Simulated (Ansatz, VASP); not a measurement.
KBr: VASP beside Ansatz

The input INCAR:

```
ALGO = Normal
EDIFF = 1E-6
ENCUT = 520
GGA = PE
ISIF = 2
ISMEAR = 0
LASPH = T
LCHARG = T
LELF = T
LREAL = F
LVHAR = T
LWAVE = F
NBANDS = 15
NELM = 60
PREC = Accurate
SIGMA = 0.02
```

File KPOINTS:

```
k-points
0
Gamma
  6 6 6
```

Contents of POSCAR:

```
KBr
1.0
    2.6267850596      1.5165750612      4.3085620995
   -2.6267850596      1.5165750612      4.3085620995
    0.0000000000     -3.0331501225      4.3085620995
K Br
1 1
Direct
    0.2490185519      0.2490185519      0.2490185519
   -0.0002619319     -0.0002619319     -0.0002619319
```

Input for Ansatz:

```yaml
crystal:
  lattice:
    - [2.6267850596, 1.5165750612, 4.3085620995]
    - [-2.6267850596, 1.5165750612, 4.3085620995]
    - [0.0, -3.0331501225, 4.3085620995]
  atoms:
    - { symbol: K, position: [0.2490185519, 0.2490185519, 0.2490185519] }
    - { symbol: Br, position: [-0.0002619319, -0.0002619319, -0.0002619319] }
basis:
  ecutwfc: 420
kpoints:
  mp_grid: { grid: [6, 6, 6] }
  band_path:
    path:
      - [[0.0, 0.0, 0.0], [-0.5, -0.5, -0.5], [-0.5, -0.24926511, -0.75073489]]
      - [[-0.24926511, 0.24926511, -0.5], [0.0, 0.0, -0.5], [0.0, 0.0, 0.0], [0.0, 0.37463255, -0.37463255]]
      - [[-0.37463255, 0.0, -0.62536745], [-0.5, 0.0, -0.5], [0.0, 0.0, 0.0]]
    npoints: 14
hamiltonian:
  xc: pbe
scf:
  occupations: { method: gaussian, width: 0.02 }
  n_extra_bands: 6
output:
  forces: true
  stress: true
  eigenvalues: true
  populations: true
  dos: { projected: true, de: 0.02, nscf_kmesh: { grid: [9, 9, 9] } }
  bader: true
  write_density: true
  write_potential: true
  elf: true
  volumetric_format: npy
```

Alike in both runs: task single point; functional PBE; k mesh 6 × 6 × 6; occupations gaussian, width 0.02 eV; no spin polarisation.

```csv
,VASP,Ansatz
version,VASP 6.6.1,Ansatz 0.2.0
potentials or method,"VASP PAW PBE potentials, release 64 (K_sv, Br), cutoff 520 eV","scalar-relativistic, plane waves, PAW"
valence electrons in the cell,16,16
```

```tsv
	VASP	Ansatz	Ansatz less VASP
gap on the k mesh at the Fermi level (eV)	4.23	4.23	+0.001
least direct gap on the mesh (eV)	4.25	4.25	+0.002
pressure (GPa)	0.0	0.0	-0.02
```

With one functional, cell and mesh, what is left measures potentials, basis and numerics. Ansatz's warnings: xc potential rough in thin density.
